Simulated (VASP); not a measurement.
Write the native input for VASP 6.6.1 that does the following.

```yaml
Task: single point
Functional: r2SCAN0
Potentials_or_basis: VASP PAW PBE potentials, release 64 (Hf_pv, S)
Cutoff: 440 eV
k_mesh: 6 × 6 × 4
Occupations: gaussian, width 0.01 eV
Spin: no spin polarisation
Dipole_correction: no
Grid_for_exact_exchange_PRECFOCK: Normal
Further_INCAR_settings: ALGO = Normal; EDIFF = 1e-06; NBANDS = 18
Share_of_exact_exchange: 0.25
```

The system is HfS2.

```
Hf S
1.0
     3.63025    0.00000    0.00000
    -1.81512    3.14388    0.00000
     0.00000    0.00000    5.87871
Hf S
1 2
Direct
  0.00000 0.00000 0.00000
  0.66667 0.33333 0.75538
  0.33333 0.66667 0.24462
```

One way to write it, as run:

POSCAR

```
HfS2
1.0
    3.6302450468      0.0000000000      0.0000000000
   -1.8151225234      3.1438844325      0.0000000000
    0.0000000000      0.0000000000      5.8787062933
Hf S
1 2
Direct
    0.0000000000      0.0000000000      0.0000000000
    0.6666666667      0.3333333333      0.7553800778
    0.3333333333      0.6666666667      0.2446199222
```

INCAR.step1

```
SYSTEM = HfS2
PREC = Accurate ; ENCUT = 440
EDIFF = 1E-5 ; ISMEAR = 0
SIGMA = 0.01 ; LREAL = .False.
LASPH = .True. ; NELM = 120
ALGO = Normal ; ISIF = 2
LWAVE = .True. ; LCHARG = .False.
GGA = PE ; NBANDS = 18
GGA_COMPAT = .False.
```

INCAR.step2

```
SYSTEM = HfS2
PREC = Accurate ; ENCUT = 440
EDIFF = 1E-6 ; ISMEAR = 0
SIGMA = 0.01 ; LREAL = .False.
LASPH = .True. ; NELM = 120
ALGO = Normal ; ISIF = 2
LWAVE = .False. ; LCHARG = .False.
METAGGA = R2SCAN ; LHFCALC = .True.
AEXX = 0.25 ; LMIXTAU = .True.
PRECFOCK = Normal ; ISTART = 1
NBANDS = 18 ; GGA_COMPAT = .False.
```

KPOINTS

```
regular mesh
0
Gamma
  6 6 4
  0 0 0
```

Potentials or basis: VASP PAW PBE potentials, release 64 (Hf_pv, S).

Launch:

```sh
$ cat potpaw_PBE.64/Hf_pv/POTCAR potpaw_PBE.64/S/POTCAR > POTCAR
$ cp INCAR.step1 INCAR
$ mpirun -np 1 vasp_std > vasp.out
$ cp INCAR.step2 INCAR
$ mpirun -np 1 vasp_std > vasp.out
```

It gave:

| Item | Value |
| --- | --- |
| Pressure | -0.8 GPa |
| Largest force | 0.286 eV/Å |
| Band gap on the k mesh | 2.77 eV (least direct gap 3.75 eV) |

Caveat: the PAW data sets were made with another functional, which shifts forces and pressure a little; spin-orbit coupling is left out, which moves the levels of the heavy elements.

It took 45 min on 1 thread of Intel(R) Xeon(R) 6975P-C (Granite Rapids), on a shared host, peak memory 0.2 GiB.
